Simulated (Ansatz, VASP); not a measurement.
## One calculation of BeTe, two programs

```xyz
2
Lattice="0.0000 2.6832 2.6832 2.6832 0.0000 2.6832 2.6832 2.6832 0.0000" Properties=species:S:1:pos:R:3 pbc="T T T"
Be    0.0000    0.0000    0.0000
Te    2.6832    2.6832    2.6832
```

Alike in both runs: task single point; functional PBEsol; k mesh 6 × 6 × 6; occupations fermi-dirac, width 0.02 eV; no spin polarisation.

|  | VASP | Ansatz |
| --- | --- | --- |
| version | VASP 6.6.1 | Ansatz 0.2.0 |
| potentials or method | VASP PAW PBE potentials, release 64 (Be, Te) | plane waves |
| plane-wave cutoff (eV) | 600 | 420 |
| valence electrons in the cell | 8 | 18 |

|  | VASP | Ansatz | Ansatz less VASP |
| --- | --- | --- | --- |
| pressure (GPa) | -2.4 | -2.5 | -0.19 |

VASP's potentials were made for PBE, not for PBEsol. VASP's potentials hold 8 valence electrons a cell and Ansatz's 18, so a difference there can come from the potentials and not from the codes.

Neither program's run includes spin-orbit coupling.
